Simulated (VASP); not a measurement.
# Si2Ni (P4/nmm) in VASP: relaxation of cell and atoms with PBE

Aim: the relaxation of cell and atoms of Si2Ni with PBE.

All numbers are computed with VASP 6.6.1; they aren't measurements. Logs are shortened: lines on timing, memory, paths and dates and some standing lists are left out, and cuts for length are marked.

**1. The cell of the first run**

The structure is tetragonal, space group P4/nmm (No. 129). The conventional cell has a = 3.524 Å, b = 3.524 Å, c = 6.273 Å, α = 90.00°, β = 90.00°, γ = 90.00°. Within 3.1 Å of Si (site symmetry -4m2) lie 4 Ni at 2.34 Å and 8 Si at 2.49 to 2.98 Å. Si (site symmetry 4mm) has 5 Ni at 2.32 to 2.64 Å and 8 Si at 2.89 to 2.98 Å within 3.1 Å. Ni (site symmetry 4mm) has 9 Si at 2.32 to 2.64 Å within 3.1 Å.

**2. Relaxation of cell and atoms, PBE**

Contents of INCAR:

```
SYSTEM = Si2Ni
ALGO     = Normal         ! electronic algorithm
EDIFF    = 1E-7           ! SCF threshold, eV
EDIFFG   = -0.01          ! ionic threshold
ENCUT    = 600            ! plane-wave cutoff, eV
GGA      = PE             ! functional
IBRION   = 2              ! ionic algorithm
ISIF     = 3              ! what is computed and relaxed
ISMEAR   = 0              ! smearing method
LASPH    = .TRUE.         ! aspherical terms in the spheres
LCHARG   = .FALSE.        ! write CHGCAR
LREAL    = .FALSE.        ! projectors in reciprocal space
LWAVE    = .FALSE.        ! write WAVECAR
NELM     = 100            ! most SCF steps
NSW      = 100            ! ionic steps
PREC     = Accurate       ! precision mode
SIGMA    = 0.1            ! smearing width, eV
```

Contents of KPOINTS:

```
k-points
0
G
  10 10 6
  0 0 0
```

Contents of POSCAR:

```
Si2Ni
1.0
    3.5243116508      0.0000000000      0.0000000000
    0.0000000000      3.5243116508      0.0000000000
    0.0000000000      0.0000000000      6.2728505742
Si Ni
4 2
Direct
    0.0000000000      0.0000000000      0.0000000000
    0.5000000000      0.5000000000      0.0000000000
    0.0000000000      0.5000000000      0.3832532908
    0.5000000000      0.0000000000      0.6167467092
    0.0000000000      0.5000000000      0.7536759385
    0.5000000000      0.0000000000      0.2463240615
```

Potentials or basis: VASP PAW PBE potentials, release 64 (Si, Ni).

The run is started by

```bash
cat potpaw_PBE.64/Si/POTCAR potpaw_PBE.64/Ni/POTCAR > POTCAR
mpirun -np 1 vasp_std > vasp.out
```

OUTCAR:

```text
SYSTEM = Si2Ni
   EDIFF = 1E-7
   EDIFFG = -0.01
   ENCUT = 600
   GGA = PE
   IBRION = 2
   ISIF = 3
   ISMEAR = 0
   LASPH = .TRUE.
   LREAL = .FALSE.
   NELM = 100
   NSW = 100
   PREC = Accurate

 ion  position               nearest neighbor table
   1  0.000  0.000  0.000-   5 2.34   6 2.34   5 2.34   6 2.34   2 2.49   2 2.49   2 2.49   2 2.49
                             3 2.98   4 2.98   3 2.98   4 2.98
   2  0.500  0.500  0.000-   5 2.34   6 2.34   6 2.34   5 2.34   1 2.49   1 2.49   1 2.49   1 2.49
                             3 2.98   3 2.98   4 2.98   4 2.98
   3  0.000  0.500  0.383-   5 2.32   6 2.64   6 2.64   6 2.64   6 2.64   4 2.89   4 2.89   4 2.89
                             4 2.89   1 2.98   2 2.98   1 2.98   2 2.98
   4  0.500  0.000  0.617-   6 2.32   5 2.64   5 2.64   5 2.64   5 2.64   3 2.89   3 2.89   3 2.89
                             3 2.89   2 2.98   2 2.98   1 2.98   1 2.98
   5  0.000  0.500  0.754-   3 2.32   2 2.34   1 2.34   1 2.34   2 2.34   4 2.64   4 2.64   4 2.64
                             4 2.64
   6  0.500  0.000  0.246-   4 2.32   2 2.34   1 2.34   2 2.34   1 2.34   3 2.64   3 2.64   3 2.64
                             3 2.64

  LATTYP: Found a simple tetragonal cell.
 ALAT       =     3.5243116508
 C/A-ratio  =     1.7798796462

  Lattice vectors:

 A1 = (   3.5243116508,   0.0000000000,   0.0000000000)
 A2 = (   0.0000000000,   3.5243116508,   0.0000000000)
 A3 = (   0.0000000000,   0.0000000000,   6.2728505742)

Analysis of symmetry for initial positions (statically):
=====================================================================
 Subroutine PRICEL returns:
 Original cell was already a primitive cell.

 Routine SETGRP: Setting up the symmetry group for a
 simple tetragonal supercell.

 Subroutine GETGRP returns: Found 16 space group operations
 (whereof  8 operations were pure point group operations)
 out of a pool of 16 trial point group operations.

The static configuration has the point symmetry D_2d.
 The point group associated with its full space group is D_4h.

Analysis of symmetry for dynamics (positions and initial velocities):
=====================================================================
 Subroutine PRICEL returns:
 Original cell was already a primitive cell.

 Routine SETGRP: Setting up the symmetry group for a
 simple tetragonal supercell.

 Subroutine GETGRP returns: Found 16 space group operations
 (whereof  8 operations were pure point group operations)
 out of a pool of 16 trial point group operations.

The dynamic configuration has the point symmetry D_2d.
 The point group associated with its full space group is D_4h.
[... 112 lines left out ...]
   NFREE  =      1    steps in history (QN), initial steepest desc. (CG)
   ISIF   =      3    stress and relaxation
   ISYM   =      2    0-nonsym 1-usesym 2-fastsym
   POTIM  = 0.5000    time-step for ionic-motion
   TEBEG  =    0.0;   TEEND  =   0.0 temperature during run
   PSTRESS=    0.0 pullay stress
   NELECT =      36.0000    total number of electrons
   NUPDOWN=      -1.0000    fix difference up-down
   EMIN   =  10.00;   EMAX   =-10.00  energy-range for DOS
   EFERMI =   0.00;   METHOD = LEGACY
   ISMEAR =     0;   SIGMA  =   0.10  broadening in eV -4-tet -1-fermi 0-gaus
   EFERMI_NEDOS =   21; number of points for ismear=-14 and -15
   IALGO  =     38    algorithm
   IMIX   =      4    mixing-type and parameters
     AMIX     =   0.40;   BMIX     =  1.00
     AMIX_MAG =   1.60;   BMIX_MAG =  1.00
  volume/ion in A,a.u.               =      12.99        87.63
  Fermi-wavevector in a.u.,A,eV,Ry     =   1.265623  2.391681 21.793846  1.601802
  Thomas-Fermi vector in A             =   2.398867
   LORBIT       =      0    0 simple, 1 ext, 2 COOP (PROOUT), +10 PAW based schemes
   GGA     = PE    functional components
   LHFCALC =     F    Hartree Fock is set to
   AEXX    =    0.0000 exact exchange contribution
   IVDW    =     0    specifies the selected vdW correction
   LEPSILON=     F    determine dielectric tensor
   LRPA    =     F    only Hartree local field effects (RPA)
 conjugate gradient relaxation of ions
 non-spin polarized calculation
 Gauss-broadening in eV      SIGMA  =   0.10
  energy-cutoff  :      600.00
  volume of cell :       77.91
 maximum number of plane-waves:      2632
   NGX = 15   NGY = 15   NGZ = 25

--------------------------------------- Ionic step        1  -------------------------------------------

 number of electron      35.9999997 magnetization

 Free energy of the ion-electron system (eV)
  ---------------------------------------------------
  ext. energy  EPLUGINS =         0.00000000
  ---------------------------------------------------
  free energy    TOTEN  =       -33.19136219 eV

  energy without entropy =      -33.17906282  energy(sigma->0) =      -33.18521250

------------------------ aborting loop because EDIFF is reached ----------------------------------------

  FORCE on cell =-STRESS in cart. coord.  units (eV):
  Direction    XX          YY          ZZ          XY          YZ          ZX
  --------------------------------------------------------------------------------------
  -------------------------------------------------------------------------------------
  Total        0.1896369      0.1896369     -0.6712990      0.0000000      0.0000000     -0.0000000
  in kB        3.8995993      3.8995993    -13.8042576      0.0000000      0.0000000     -0.0000000
  external PRESSURE =      -2.0016863 kB  Pullay stress =       0.0000000 kB
[... 227 lines left out ...]
--------------------------------------- Ionic step        7  -------------------------------------------

 number of electron      35.9999992 magnetization

 Free energy of the ion-electron system (eV)
  ---------------------------------------------------
  ext. energy  EPLUGINS =         0.00000000
  ---------------------------------------------------
  free energy    TOTEN  =       -33.19752294 eV

  energy without entropy =      -33.18691947  energy(sigma->0) =      -33.19222120

 E-fermi :  10.4607     XC(G=0): -11.8089

 val. band max:       10.4566997994   @ k =   0.4000   0.4000   0.3333
 cond. band min:      10.4611389050   @ k =   0.1000   0.0000   0.3333
 fundamental gap:      0.0044391057
 Fermi energy:        10.4607186171

 k-point     1 :       0.0000    0.0000    0.0000
  band No.  band energies     occupation
      1      -3.5979      2.00000
      2       0.1410      2.00000
      3       1.1860      2.00000
      4       5.7164      2.00000
      5       5.7164      2.00000
      6       5.7563      2.00000
[... 589 lines left out ...]
     21      13.2178      0.00000
     22      13.8190      0.00000

 [... further k-points ...]
[... 5 lines left out ...]
  --------------------------------------------------------------------------------------
  -------------------------------------------------------------------------------------
  Total        0.0039728      0.0039728      0.0172693      0.0000000      0.0000000      0.0000000
  in kB        0.0820094      0.0820094      0.3564846      0.0000000      0.0000000      0.0000000
  external PRESSURE =       0.1735011 kB  Pullay stress =       0.0000000 kB
[... 21 lines left out ...]
  FREE ENERGIE OF THE ION-ELECTRON SYSTEM (eV)
  ---------------------------------------------------
  free  energy   TOTEN  =       -33.1975229382 eV

  energy  without entropy=      -33.1869194699  energy(sigma->0) =      -33.19222120

 reached required accuracy - stopping structural energy minimisation
```

OSZICAR:

```text
N       E                     dE             d eps       ncg     rms          rms(c)
DAV:   1     0.207299537406E+03    0.20730E+03   -0.17226E+04  3696   0.191E+03
DAV:   2    -0.205679540778E+02   -0.22787E+03   -0.22201E+03  3714   0.360E+02
DAV:   3    -0.364677160092E+02   -0.15900E+02   -0.15387E+02  4746   0.103E+02
[... 69 lines left out ...]
DAV:   6    -0.331975228029E+02    0.20631E-05   -0.14646E-05  5534   0.296E-02    0.570E-03
DAV:   7    -0.331975226160E+02    0.18689E-06   -0.16881E-06  5274   0.224E-02    0.137E-03
DAV:   8    -0.331975227933E+02   -0.17729E-06   -0.27485E-07  2894   0.637E-03    0.814E-04
DAV:   9    -0.331975229407E+02   -0.14736E-06   -0.32650E-08  1890   0.236E-03    0.443E-04
DAV:  10    -0.331975229382E+02    0.24665E-08   -0.18282E-08  1890   0.261E-03
   7 F= -.33197523E+02 E0= -.33192221E+02  d E =-.254776E-03
```

Wall time 4.9 min (1 thread of Intel Xeon 6975P-C (Granite Rapids), shared host); peak memory 0.3 GiB.

What came out:

* Free energy: -33.1975 eV
* Relaxed volume: 12.94 Å³/atom
* Relaxed cell: a = 3.531 Å, b = 3.531 Å, c = 6.224 Å, α = 90.00°, β = 90.00°, γ = 90.00°
* Space group after relaxing (to 0.05 Å): P4/nmm (No. 129)
* Energy gained by relaxing: 1.0 meV/atom
* Ionic steps: 7
* Pressure after relaxing: 0.0 GPa
* Band gap on the k mesh: zero (band 18 reaches 11.94 eV, above the bottom of band 19 at 9.96 eV)

Forces on the atoms (eV/Å):
```
Si   0.000  0.000  0.000
Si   0.000  0.000  0.000
Si   0.000  0.000 -0.002
Si   0.000  0.000  0.002
Ni   0.000  0.000 -0.002
Ni   0.000  0.000  0.002
```

Step by step:
| step | energy change (eV) | largest force (eV/Å) | pressure (GPa) | volume (Å³) |
| --- | --- | --- | --- | --- |
| 1 | 0.0000 | 0.1559 | -0.20 | 77.91 |
| 2 | -0.0040 | 0.1077 | 0.03 | 77.73 |
| 3 | -0.0042 | 0.1238 | 0.12 | 77.69 |
| 4 | -0.0055 | 0.0709 | -0.13 | 77.75 |
| 5 | -0.0059 | 0.0218 | -0.34 | 77.81 |
| 6 | -0.0060 | 0.0167 | 0.29 | 77.46 |
| 7 | -0.0062 | 0.0024 | 0.02 | 77.61 |

Final structure:
```xyz
6
Lattice="3.5313 0.0000 0.0000 0.0000 3.5313 0.0000 0.0000 0.0000 6.2242" Properties=species:S:1:pos:R:3 pbc="T T T"
Si    0.0000    0.0000    0.0000
Si    1.7656    1.7656    6.2242
Si    0.0000    1.7656    2.3673
Si    1.7656    0.0000    3.8569
Ni    0.0000    1.7656    4.6765
Ni    1.7656    0.0000    1.5477
```

Levels at points of the mesh, in eV from the Fermi level:
```tsv
k point	band 16	band 17	band 18	band 19	band 20	band 21
(0.00, 0.00, 0.00)	-0.01	0.86	1.05	1.73	1.73	1.82
(0.50, 0.00, 0.00)	-2.31	0.56	0.56	2.01	2.01	3.43
(0.50, 0.50, 0.00)	-2.33	-2.14	-2.14	-0.48	-0.48	0.01
(0.00, 0.00, 0.50)	-1.19	-0.79	-0.79	0.69	0.86	0.90
(0.50, 0.00, 0.50)	-2.30	0.55	0.55	0.63	0.63	2.15
(0.50, 0.50, 0.50)	-2.33	-2.00	-2.00	0.59	0.59	2.03
```

Spin polarisation is off, so any magnetic state and its effect on volume and gap are missing.
